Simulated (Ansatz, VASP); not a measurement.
# AlP: VASP beside Ansatz

```
CELL_PARAMETERS angstrom
0.00000 2.74421 2.74421
2.74421 0.00000 2.74421
2.74421 2.74421 0.00000
ATOMIC_POSITIONS crystal
Al 0.00000 0.00000 0.00000
P 0.75000 0.75000 0.75000
```

Alike in both runs: task single point; functional PBE; dispersion D3(BJ); k mesh 8 × 8 × 8; occupations gaussian, width 0.05 eV; no spin polarisation.

|  | VASP | Ansatz |
| --- | --- | --- |
| version | VASP 6.6.1 | Ansatz 0.2.0 |
| potentials or method | VASP PAW PBE potentials, release 64 (Al, P), cutoff 500 eV | scalar-relativistic, plane waves, PAW |
| valence electrons in the cell | 8 | 8 |

|  | VASP | Ansatz | Ansatz less VASP |
| --- | --- | --- | --- |
| gap on the k mesh at the Fermi level (eV) | 1.61 | 1.61 | +0.002 |
| least direct gap on the mesh (eV) | 3.17 | 3.17 | +0.002 |
| pressure (GPa) | -1.8 | -1.7 | +0.09 |
